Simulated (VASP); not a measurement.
# BeS (F-43m) in VASP: notebook

BeS is run at these levels: PBE; tasks: single point.

Program: VASP 6.6.1. These are calculated values, not measurements. Logs are shortened: lines on timing, memory, paths and dates and some standing lists are left out, and cuts for length are marked.

## (1) The cell of the first run

It takes space group F-43m (No. 216, cubic). Conventional cell: a = 4.876 Å, b = 4.876 Å, c = 4.876 Å, α = 90.00°, β = 90.00°, γ = 90.00°. Be (site symmetry -43m) has 4 S at 2.11 Å within 2.8 Å. S (site symmetry -43m) has 4 Be at 2.11 Å within 2.8 Å.

## (2) Single point, PBE

File INCAR:

```
  PREC = Accurate
  ENCUT = 600
  EDIFF = 1E-6
  ISMEAR = 0
  SIGMA = 0.05
  LREAL = False
  LASPH = True
  NELM = 120
  ALGO = Normal
  ISIF = 2
  LWAVE = False
  LCHARG = False
  GGA = PE
  NBANDS = 11
  GGA_COMPAT = False
```

File KPOINTS:

```
regular mesh
0
Gamma
  8 8 8
```

File POSCAR:

```
BeS
1.0
    0.0000000000      2.4379349596      2.4379349596
    2.4379349596      0.0000000000      2.4379349596
    2.4379349596      2.4379349596      0.0000000000
Be S
1 1
Direct
    0.0000000000      0.0000000000      0.0000000000
    0.7500000000      0.7500000000      0.7500000000
```

Potentials or basis: VASP PAW PBE potentials, release 64 (Be, S).

On the command line:

```sh
cat potpaw_PBE.64/Be/POTCAR potpaw_PBE.64/S/POTCAR > POTCAR
mpirun -np 1 vasp_std > vasp.out
```

OUTCAR:

```text
PREC = Accurate
   ENCUT = 600
   EDIFF = 1E-6
   ISMEAR = 0
   LREAL = False
   LASPH = True
   NELM = 120
   ISIF = 2
   GGA = PE

 ion  position               nearest neighbor table
   1  0.000  0.000  0.000-   2 2.11   2 2.11   2 2.11   2 2.11
   2  0.750  0.750  0.750-   1 2.11   1 2.11   1 2.11   1 2.11

  LATTYP: Found a face centered cubic cell.
 ALAT       =     4.8758699192

  Lattice vectors:

 A1 = (   0.0000000000,   2.4379349596,   2.4379349596)
 A2 = (   2.4379349596,   0.0000000000,   2.4379349596)
 A3 = (   2.4379349596,   2.4379349596,   0.0000000000)

Analysis of symmetry for initial positions (statically):
=====================================================================
 Subroutine PRICEL returns:
 Original cell was already a primitive cell.

 Routine SETGRP: Setting up the symmetry group for a
 face centered cubic supercell.

 Subroutine GETGRP returns: Found 24 space group operations
 (whereof 24 operations were pure point group operations)
 out of a pool of 48 trial point group operations.

The static configuration has the point symmetry T_d .

Analysis of symmetry for dynamics (positions and initial velocities):
=====================================================================
 Subroutine PRICEL returns:
 Original cell was already a primitive cell.

 Routine SETGRP: Setting up the symmetry group for a
 face centered cubic supercell.

 Subroutine GETGRP returns: Found 24 space group operations
 (whereof 24 operations were pure point group operations)
 out of a pool of 48 trial point group operations.

The dynamic configuration has the point symmetry T_d .

 Subroutine INISYM returns: Found 24 space group operations
 (whereof 24 operations are pure point group operations),
 and found     1 'primitive' translations

----------------------------------------------------------------------------------------

                                     Primitive cell

  volume of cell :      28.9799

  direct lattice vectors                    reciprocal lattice vectors
     0.000000000  2.437934960  2.437934960    -0.205091608  0.205091608  0.205091608
     2.437934960  0.000000000  2.437934960     0.205091608 -0.205091608  0.205091608
     2.437934960  2.437934960  0.000000000     0.205091608  0.205091608 -0.205091608

  length of vectors
     3.447760684  3.447760684  3.447760684     0.355229085  0.355229085  0.355229085

  position of ions in fractional coordinates (direct lattice)
     0.000000000  0.000000000  0.000000000
     0.750000000  0.750000000  0.750000000

  ion indices of the primitive-cell ions
   primitive index   ion index
                 1           1
                 2           2

----------------------------------------------------------------------------------------

 KPOINTS: regular mesh

Automatic generation of k-mesh.
 Grid dimensions read from file:
 generate k-points for:    8    8    8

 Generating k-lattice:

  Cartesian coordinates                     Fractional coordinates (reciprocal lattice)
    -0.025636451  0.025636451  0.025636451     0.125000000  0.000000000  0.000000000
     0.025636451 -0.025636451  0.025636451     0.000000000  0.125000000  0.000000000
     0.025636451  0.025636451 -0.025636451     0.000000000  0.000000000  0.125000000

  Length of vectors
     0.044403636  0.044403636  0.044403636

  Shift w.r.t. Gamma in fractional coordinates (k-lattice)
     0.000000000  0.000000000  0.000000000

 Subroutine IBZKPT returns following result:
 ===========================================

 Found     29 irreducible k-points:

 Following reciprocal coordinates:
            Coordinates               Weight
  0.000000  0.000000  0.000000      1.000000
  0.125000  0.000000  0.000000      8.000000
  0.250000  0.000000  0.000000      8.000000
  0.375000  0.000000  0.000000      8.000000
  0.500000  0.000000  0.000000      4.000000
  0.125000  0.125000  0.000000      6.000000
[... 16 lines left out ...]
  0.500000  0.250000  0.125000     48.000000
 -0.375000  0.250000  0.125000     24.000000
 [... further k-points ...]
   k-points           NKPTS =     29   k-points in BZ     NKDIM =     29   number of bands    NBANDS=     11
   number of dos      NEDOS =    301   number of ions     NIONS =      2
   total plane-waves  NPLWV =  21952
   dimension x,y,z NGX =    28 NGY =   28 NGZ =   28
   dimension x,y,z NGXF=    56 NGYF=   56 NGZF=   56
   ions per type =               1   1
   NGX,Y,Z   is equivalent  to a cutoff of  13.50, 13.50, 13.50 a.u.
   NGXF,Y,Z  is equivalent  to a cutoff of  27.00, 27.00, 27.00 a.u.
 SYSTEM =  unknown system
   PREC   = accura    normal or accurate (medium, high low for compatibility)
   ISTART =      0    job   : 0-new  1-cont  2-samecut
   ICHARG =      2    charge: 1-file 2-atom 10-const
   ISPIN  =      1    spin polarized calculation?
   LNONCOLLINEAR =      F non collinear calculations
   LSORBIT =      F    spin-orbit coupling
   LASPH  =      T    aspherical Exc in radial PAW
   ENCUT  =  600.0 eV  44.10 Ry    6.64 a.u.   6.89  6.89  6.89*2*pi/ulx,y,z
   NELM   =    120;   NELMIN=  2; NELMDL= -5     # of ELM steps
   EDIFF  = 0.1E-05   stopping-criterion for ELM
   LREAL  =      F    real-space projection
[... 7 lines left out ...]
   TEBEG  =    0.0;   TEEND  =   0.0 temperature during run
   PSTRESS=    0.0 pullay stress
   NELECT =       8.0000    total number of electrons
   NUPDOWN=      -1.0000    fix difference up-down
   EMIN   =  10.00;   EMAX   =-10.00  energy-range for DOS
   EFERMI =   0.00;   METHOD = LEGACY
   ISMEAR =     0;   SIGMA  =   0.05  broadening in eV -4-tet -1-fermi 0-gaus
   EFERMI_NEDOS =   21; number of points for ismear=-14 and -15
   IALGO  =     38    algorithm
   IMIX   =      4    mixing-type and parameters
     AMIX     =   0.40;   BMIX     =  1.00
     AMIX_MAG =   1.60;   BMIX_MAG =  1.00
  volume/ion in A,a.u.               =      14.49        97.78
  Fermi-wavevector in a.u.,A,eV,Ry     =   1.065956  2.014365 15.459793  1.136263
  Thomas-Fermi vector in A             =   2.201525
   LORBIT       =      0    0 simple, 1 ext, 2 COOP (PROOUT), +10 PAW based schemes
   GGA     = PE    functional components
   LHFCALC =     F    Hartree Fock is set to
   AEXX    =    0.0000 exact exchange contribution
   IVDW    =     0    specifies the selected vdW correction
   LEPSILON=     F    determine dielectric tensor
   LRPA    =     F    only Hartree local field effects (RPA)
 non-spin polarized calculation
 Gauss-broadening in eV      SIGMA  =   0.05
  energy-cutoff  :      600.00
  volume of cell :       28.98
 maximum number of plane-waves:       982
   NGX = 13   NGY = 13   NGZ = 13

 number of electron       7.9999999 magnetization

 Free energy of the ion-electron system (eV)
  ---------------------------------------------------
  ext. energy  EPLUGINS =         0.00000000
  ---------------------------------------------------
  free energy    TOTEN  =       -10.01354677 eV

  energy without entropy =      -10.01354677  energy(sigma->0) =      -10.01354677

 E-fermi :   4.2907     XC(G=0):  -9.6648

 val. band max:        4.0107977920   @ k =   0.0000   0.0000   0.0000
 cond. band min:       7.1569649183   @ k =   0.5000   0.5000   0.0000
 fundamental gap:      3.1461671263
 Fermi energy:         4.2906526873

 k-point     1 :       0.0000    0.0000    0.0000
  band No.  band energies     occupation
      1      -9.5753      2.00000
      2       4.0108      2.00000
      3       4.0108      2.00000
      4       4.0108      2.00000
      5       9.6866      0.00000
      6       9.6866      0.00000
      7       9.6866      0.00000
      8       9.7624      0.00000
      9      16.7930      0.00000
     10      16.7930      0.00000
     11      18.7599      0.00000

 k-point     2 :       0.1250    0.0000    0.0000
  band No.  band energies     occupation
      1      -9.4018      2.00000
      2       2.8282      2.00000
      3       3.8166      2.00000
      4       3.8166      2.00000
      5       9.5796      0.00000
      6      10.0357      0.00000
      7      10.0357      0.00000
      8      11.0663      0.00000
      9      16.1133      0.00000
     10      16.1133      0.00000
     11      18.6401      0.00000

 k-point     3 :       0.2500    0.0000    0.0000
  band No.  band energies     occupation
      1      -8.9246      2.00000
      2       0.7587      2.00000
      3       3.4279      2.00000
      4       3.4279      2.00000
      5       9.5191      0.00000
      6      10.5738      0.00000
      7      10.5738      0.00000
      8      13.1636      0.00000
      9      15.8744      0.00000
     10      15.8744      0.00000
     11      18.1952      0.00000

 k-point     4 :       0.3750    0.0000    0.0000
  band No.  band energies     occupation
      1      -8.3211      2.00000
      2      -0.9685      2.00000
      3       3.1134      2.00000
      4       3.1134      2.00000
      5       9.4584      0.00000
      6      10.6473      0.00000
      7      10.6473      0.00000
      8      14.6977      0.00000
      9      17.2027      0.00000
     10      17.2027      0.00000
     11      18.3224      0.00000

 k-point     5 :       0.5000    0.0000    0.0000
  band No.  band energies     occupation
      1      -8.0084      2.00000
      2      -1.6743      2.00000
      3       2.9984      2.00000
      4       2.9984      2.00000
      5       9.4320      0.00000
      6      10.5765      0.00000
      7      10.5765      0.00000
      8      15.1428      0.00000
      9      18.8765      0.00000
     10      18.8765      0.00000
     11      19.0595      0.00000
[... 211 lines left out ...]
 k-point    21 :       0.5000    0.5000    0.0000
  band No.  band energies     occupation
      1      -7.4808      2.00000
      2      -0.9273      2.00000
      3       1.4245      2.00000
      4       1.4245      2.00000
      5       7.1570      0.00000
      6       8.9418      0.00000
      7      16.6644      0.00000
      8      16.6644      0.00000
      9      19.3596      0.00000
     10      20.3236      0.00000
     11      20.8170      0.00000

 k-point    22 :       0.3750    0.2500    0.1250
  band No.  band energies     occupation
      1      -8.5354      2.00000
      2       0.5250      2.00000
      3       1.9114      2.00000
      4       2.9151      2.00000
      5       9.5358      0.00000
      6      11.2598      0.00000
      7      11.4900      0.00000
      8      12.5227      0.00000
      9      15.5499      0.00000
     10      18.3498      0.00000
     11      19.8507      0.00000

 k-point    23 :       0.5000    0.2500    0.1250
  band No.  band energies     occupation
      1      -8.0055      2.00000
      2      -0.6087      2.00000
      3       1.3813      2.00000
      4       2.4541      2.00000
      5      10.0060      0.00000
      6      10.8098      0.00000
      7      12.4190      0.00000
      8      13.2492      0.00000
      9      16.5662      0.00000
     10      18.3167      0.00000
     11      20.3648      0.00000

 k-point    24 :      -0.3750    0.2500    0.1250
  band No.  band energies     occupation
      1      -7.7407      2.00000
      2      -1.1487      2.00000
      3       1.2857      2.00000
      4       2.2142      2.00000
      5      10.1176      0.00000
      6      10.5614      0.00000
      7      13.0750      0.00000
      8      14.4558      0.00000
      9      15.4020      0.00000
     10      19.2406      0.00000
     11      19.8647      0.00000

 [... further k-points ...]

------------------------ aborting loop because EDIFF is reached ----------------------------------------

  FORCE on cell =-STRESS in cart. coord.  units (eV):
  Direction    XX          YY          ZZ          XY          YZ          ZX
  --------------------------------------------------------------------------------------
  -------------------------------------------------------------------------------------
  Total        0.0106957      0.0106957      0.0106957     -0.0000000     -0.0000000     -0.0000000
  in kB        0.5913189      0.5913189      0.5913189     -0.0000000     -0.0000000     -0.0000000
  external PRESSURE =       0.5913189 kB  Pullay stress =       0.0000000 kB

 VOLUME and BASIS-vectors are now :
 -----------------------------------------------------------------------------
  energy-cutoff  :      600.00
  volume of cell :       28.98
      direct lattice vectors                 reciprocal lattice vectors
     0.000000000  2.437934960  2.437934960    -0.205091608  0.205091608  0.205091608
     2.437934960  0.000000000  2.437934960     0.205091608 -0.205091608  0.205091608
     2.437934960  2.437934960  0.000000000     0.205091608  0.205091608 -0.205091608

 POSITION                                       TOTAL-FORCE (eV/Angst)
 -----------------------------------------------------------------------------------
      0.00000      0.00000      0.00000         0.000000      0.000000      0.000000
      3.65690      3.65690      3.65690        -0.000000     -0.000000     -0.000000
 -----------------------------------------------------------------------------------
    total drift:                                0.000000      0.000000      0.000000

  FREE ENERGIE OF THE ION-ELECTRON SYSTEM (eV)
  ---------------------------------------------------
  free  energy   TOTEN  =       -10.0135467654 eV

  energy  without entropy=      -10.0135467654  energy(sigma->0) =      -10.01354677
```

Wall time 22 s (1 thread of AMD EPYC 7R43 (Zen 3), shared host); peak memory 0.11 GiB.

What came out:

```yaml
Free_energy: -10.0135 eV
Pressure: 0.1 GPa
Band_gap_on_the_k_mesh: 3.15 eV, indirect (least direct gap 5.68 eV)
```

Levels at points of the mesh, in eV from the valence-band top:
```csv
k point,band 2,band 3,band 4,band 5,band 6,band 7
"(0.00, 0.00, 0.00)",0.00,0.00,0.00,5.68,5.68,5.68
"(0.50, 0.00, 0.00)",-5.69,-1.01,-1.01,5.42,6.57,6.57
"(0.50, 0.50, 0.00)",-4.94,-2.59,-2.59,3.15,4.93,12.65
```

## (3) Single point, PBE

File INCAR:

```
ALGO     = Normal         # electronic algorithm
EDIFF    = 1E-6           # SCF threshold, eV
ENCUT    = 600            # plane-wave cutoff, eV
GGA      = PE             # functional
GGA_COMPAT= F            
ISIF     = 2              # what is computed and relaxed
ISMEAR   = 0              # smearing method
LASPH    = T              # aspherical terms in the spheres
LCHARG   = F              # write CHGCAR
LREAL    = F              # projectors in reciprocal space
LWAVE    = F              # write WAVECAR
NBANDS   = 11             # bands
NELM     = 120            # most SCF steps
PREC     = Accurate       # precision mode
SIGMA    = 0.05           # smearing width, eV
```

File KPOINTS:

```
k-points
0
Gamma
  10 10 10
```

POSCAR is that of step 2.

Potentials or basis: VASP PAW PBE potentials, release 64 (Be, S).

On the command line:

```sh
cat potpaw_PBE.64/Be/POTCAR potpaw_PBE.64/S/POTCAR > POTCAR
mpirun -np 1 vasp_std > vasp.out
```

OUTCAR:

```text
EDIFF = 1E-6
   ENCUT = 600
   GGA = PE
   ISIF = 2
   ISMEAR = 0
   LASPH = T
   LREAL = F
   NELM = 120
   PREC = Accurate

 ion  position               nearest neighbor table
   1  0.000  0.000  0.000-   2 2.11   2 2.11   2 2.11   2 2.11
   2  0.750  0.750  0.750-   1 2.11   1 2.11   1 2.11   1 2.11

  LATTYP: Found a face centered cubic cell.
 ALAT       =     4.8758699192

  Lattice vectors:

 A1 = (   0.0000000000,   2.4379349596,   2.4379349596)
 A2 = (   2.4379349596,   0.0000000000,   2.4379349596)
 A3 = (   2.4379349596,   2.4379349596,   0.0000000000)

Analysis of symmetry for initial positions (statically):
=====================================================================
 Subroutine PRICEL returns:
 Original cell was already a primitive cell.

 Routine SETGRP: Setting up the symmetry group for a
 face centered cubic supercell.

 Subroutine GETGRP returns: Found 24 space group operations
 (whereof 24 operations were pure point group operations)
 out of a pool of 48 trial point group operations.

The static configuration has the point symmetry T_d .

Analysis of symmetry for dynamics (positions and initial velocities):
[... 172 lines left out ...]
      5       9.6866      0.00000
      6       9.6866      0.00000
      7       9.6866      0.00000
      8       9.7623      0.00000
      9      16.7929      0.00000
     10      16.7929      0.00000
     11      18.7598      0.00000
[... 309 lines left out ...]
 k-point    24 :       0.4000    0.3000    0.0000
  band No.  band energies     occupation
      1      -8.0206      2.00000
      2      -0.0915      2.00000
      3       1.6134      2.00000
      4       1.8688      2.00000
      5       8.0944      0.00000
      6       9.8695      0.00000
      7      14.0750      0.00000
      8      14.2111      0.00000
      9      17.6024      0.00000
     10      19.3093      0.00000
     11      20.6934      0.00000

 [... further k-points ...]

------------------------ aborting loop because EDIFF is reached ----------------------------------------

  FORCE on cell =-STRESS in cart. coord.  units (eV):
  Direction    XX          YY          ZZ          XY          YZ          ZX
  --------------------------------------------------------------------------------------
  -------------------------------------------------------------------------------------
  Total        0.0102721      0.0102721      0.0102721      0.0000000      0.0000000      0.0000000
  in kB        0.5679010      0.5679010      0.5679010      0.0000000      0.0000000      0.0000000
  external PRESSURE =       0.5679010 kB  Pullay stress =       0.0000000 kB

 VOLUME and BASIS-vectors are now :
 -----------------------------------------------------------------------------
  energy-cutoff  :      600.00
  volume of cell :       28.98
      direct lattice vectors                 reciprocal lattice vectors
     0.000000000  2.437934960  2.437934960    -0.205091608  0.205091608  0.205091608
     2.437934960  0.000000000  2.437934960     0.205091608 -0.205091608  0.205091608
     2.437934960  2.437934960  0.000000000     0.205091608  0.205091608 -0.205091608

 POSITION                                       TOTAL-FORCE (eV/Angst)
 -----------------------------------------------------------------------------------
      0.00000      0.00000      0.00000        -0.000000     -0.000000     -0.000000
      3.65690      3.65690      3.65690         0.000000      0.000000      0.000000
 -----------------------------------------------------------------------------------
    total drift:                                0.000000      0.000000      0.000000

  FREE ENERGIE OF THE ION-ELECTRON SYSTEM (eV)
  ---------------------------------------------------
  free  energy   TOTEN  =       -10.0137256025 eV

  energy  without entropy=      -10.0137256025  energy(sigma->0) =      -10.01372560
```

OSZICAR:

```text
N       E                     dE             d eps       ncg     rms          rms(c)
DAV:   1     0.234633042355E+02    0.23463E+02   -0.42561E+03  1042   0.703E+02
DAV:   2    -0.883163877691E+01   -0.32295E+02   -0.30941E+02  1350   0.123E+02
DAV:   3    -0.101719979830E+02   -0.13404E+01   -0.13375E+01  1354   0.256E+01
DAV:   4    -0.101804055582E+02   -0.84076E-02   -0.84056E-02  1276   0.234E+00
DAV:   5    -0.101804767307E+02   -0.71173E-04   -0.71172E-04  1349   0.204E-01    0.554E+00
DAV:   6    -0.100504242432E+02    0.13005E+00   -0.11897E-01  1197   0.163E+00    0.377E+00
DAV:   7    -0.100123279304E+02    0.38096E-01   -0.11236E-01  1281   0.176E+00    0.101E+00
DAV:   8    -0.100135810895E+02   -0.12532E-02   -0.65396E-03  1352   0.415E-01    0.139E-01
DAV:   9    -0.100136739970E+02   -0.92908E-04   -0.50112E-04  1275   0.142E-01    0.276E-02
DAV:  10    -0.100137202650E+02   -0.46268E-04   -0.77126E-05  1258   0.502E-02    0.107E-02
DAV:  11    -0.100137253243E+02   -0.50593E-05   -0.16580E-05  1305   0.213E-02    0.873E-03
DAV:  12    -0.100137256025E+02   -0.27820E-06   -0.41258E-07   893   0.460E-03
   1 F= -.10013726E+02 E0= -.10013726E+02  d E =-.436408E-11
```

stdout:

```text
POSCAR found type information on POSCAR BeS
 POSCAR found :  2 types and       2 ions
 scaLAPACK will be used
 LDA part: xc-table for (Slater+PW92), standard interpolation
 POSCAR, INCAR and KPOINTS ok, starting setup
 FFT: planning ... GRIDC
 FFT: planning ... GRID_SOFT
 FFT: planning ... GRID
 WAVECAR not read
 entering main loop
```

Wall time 28 s (1 thread of AMD EPYC 7R43 (Zen 3), shared host); peak memory 0.12 GiB.

Results:

```
Free energy            : -10.0137 eV
Pressure               : 0.1 GPa
Band gap on the k mesh : 3.15 eV, indirect (least direct gap 5.68 eV)
```

A k mesh can miss the band edges. A hybrid or GW would open this gap; PBE tends to underestimate it.
